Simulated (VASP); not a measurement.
Here is a VASP 6.6.1 calculation.

The input INCAR:

```
PREC = Accurate
ENCUT = 520
EDIFF = 1E-7
ISMEAR = -1
SIGMA = 0.02
LREAL = Auto
LASPH = True
NELM = 60
ALGO = Normal
ISIF = 2
LWAVE = False
LCHARG = False
GGA = PE
IVDW = 12
NBANDS = 69
```

The input KPOINTS:

```
regular mesh
0
Gamma
  1 1 1
```

File POSCAR:

```
H22CO11
1.0
    7.1203670000      0.0000000000      0.0000000000
    0.0000000000      7.1203670000      0.0000000000
    0.0000000000      0.0000000000      7.1203670000
O H C
11 22 1
Direct
    0.3531502056      0.7790235490      0.3308100272
    0.7386836256      0.1837899351      0.9451862614
    0.5732700298      0.2606251724      0.3060324154
    0.4197038943      0.2636479296      0.7017596854
    0.7137834460      0.9055012020      0.2723256219
    0.8216859495      0.6821913023      0.7371456817
    1.0253098023     -0.0399516174      0.5100508343
    0.0362944130      0.4989538874      1.0043450429
   -0.1070336261      0.4143311060      0.4600876218
    0.2353938500      0.1913152976      0.1316031220
    0.3381889258      0.7444755424      0.9343249089
    0.3261252259      0.7707468808      0.1953732809
    0.2528652054      0.8595742596      0.3823861714
    0.7004832027      0.2443108593      1.0638196838
    0.8568407476      0.2462649999      0.9129202784
    0.4474715368      0.2529102047      0.2457030562
    0.6176682402      0.1284649668      0.3103895664
    0.4677080964      0.2738308450      0.5731750472
    0.5340169945      0.2523507681      0.7782067936
    0.5912413445      0.8429679853      0.2965854893
    0.7298132529      0.9133316403      0.1361621878
    0.8923151184      0.7917194199      0.6910206358
    0.8393478464      0.5884831802      0.6352578962
    1.0329300389      0.0968205028      0.5188915017
    0.9229906818     -0.0605750772      0.4184625823
    0.1518130642      0.5631125836      0.9635517927
   -0.0583530096      0.5600253287      0.9214067945
   -0.0268339735      0.4669228748      0.3625195325
   -0.2252252336      0.3824463611      0.3950463620
    0.1578233465      0.2927777347      0.0771765339
    0.2558916006      0.1054622833      0.0270073068
    0.5333600756      0.9086929448      0.8070357231
    0.3948200314      0.7394877319      0.6542301658
    0.4251359503      0.7978847152      0.7957375948
```

Potentials or basis: VASP PAW PBE potentials, release 64 (O, H, C).

Command:

```bash
$ cat potpaw_PBE.64/O/POTCAR potpaw_PBE.64/H/POTCAR potpaw_PBE.64/C/POTCAR > POTCAR
$ mpirun -np 1 vasp_gam > vasp.out
```

Estimate the dispersion energy per atom.

-0.033 eV.

What does it give for the largest force?

0.474 eV/Å.

Estimate the pressure.

-0.8 GPa.

Stress tensor (GPa, compression positive):
```
-0.95  0.07  0.24
 0.07 -0.68  0.05
 0.24  0.05 -0.88
```

Caveat: the k points lie up to 0.88 Å⁻¹ apart.
